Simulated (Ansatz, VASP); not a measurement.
**One calculation of Bi2Te3, two programs**

File INCAR:

```
SYSTEM = Bi2Te3
ALGO = Normal
EDIFF = 1E-8
ENCUT = 520
GGA = PE
ISIF = 2
ISMEAR = -1
LASPH = .TRUE.
LCHARG = .FALSE.
LEFG = .TRUE.
LREAL = .FALSE.
LWAVE = .FALSE.
NBANDS = 32
NELM = 80
PREC = Accurate
SIGMA = 0.08
```

File KPOINTS:

```
k-points
0
G
  7 7 7
  0 0 0
```

Contents of POSCAR:

```
Bi2Te3
1.0
    2.2587905752      1.3041133466     10.1656700000
   -2.2587905752      1.3041133466     10.1656700000
    0.0000000000     -2.6082266932     10.1656700000
Bi Te
2 3
Direct
    0.4000000000      0.4000000000      0.4000000000
    0.6000000000      0.6000000000      0.6000000000
    0.0000000000      0.0000000000      0.0000000000
    0.2095000000      0.2095000000      0.2095000000
    0.7905000000      0.7905000000      0.7905000000
```

Input for Ansatz:

```yaml
crystal:
  lattice:
    - [2.2587905752, 1.3041133466, 10.16567]
    - [-2.2587905752, 1.3041133466, 10.16567]
    - [0.0, -2.6082266932, 10.16567]
  atoms:
    - { symbol: Bi, position: [0.4, 0.4, 0.4] }
    - { symbol: Bi, position: [0.6, 0.6, 0.6] }
    - { symbol: Te, position: [0.0, 0.0, 0.0] }
    - { symbol: Te, position: [0.2095, 0.2095, 0.2095] }
    - { symbol: Te, position: [0.7905, 0.7905, 0.7905] }
kpoints:
  mp_grid: { grid: [7, 7, 7] }
scf:
  occupations: { method: fermi_dirac, width: 0.08 }
hamiltonian:
  xc: pbe
  pseudopotentials: { kind: all_electron, datasets: crystal }
output:
  forces: true
  stress: true
  eigenvalues: true
  efg: { contact_densities: true }
```

Change from the starting cell: equal xx and yy strain of +3 %, crystal datasets.

Alike in both runs: task electric field gradients; functional PBE; k mesh 7 × 7 × 7; occupations fermi-dirac, width 0.08 eV; no spin polarisation.

|  | VASP | Ansatz |
| --- | --- | --- |
| version | VASP 6.6.1 | Ansatz 0.2.0 |
| potentials or method | VASP PAW PBE potentials, release 64 (Bi_d, Te), cutoff 520 eV | all-electron PAW with datasets made for the crystal, scalar-relativistic |

|  | VASP | Ansatz | Ansatz less VASP |
| --- | --- | --- | --- |
| pressure (GPa) | -0.9 | -0.9 | +0.03 |
| traceless stress, the component that is largest in VASP (GPa) | 0.35 | 0.35 | +0.001 |
| rms of the force components (eV/Å) | 0.125 | 0.129 | +0.0037 |
| size of Vzz on the site where it differs most (V/Å²) | 67.4 | 70.7 | +3.33 |

Atom by atom the forces differ by 0.004 eV/Å (rms over components). Ansatz ran all-electron here, and VASP with PAW potentials.

Spin-orbit coupling is off throughout.
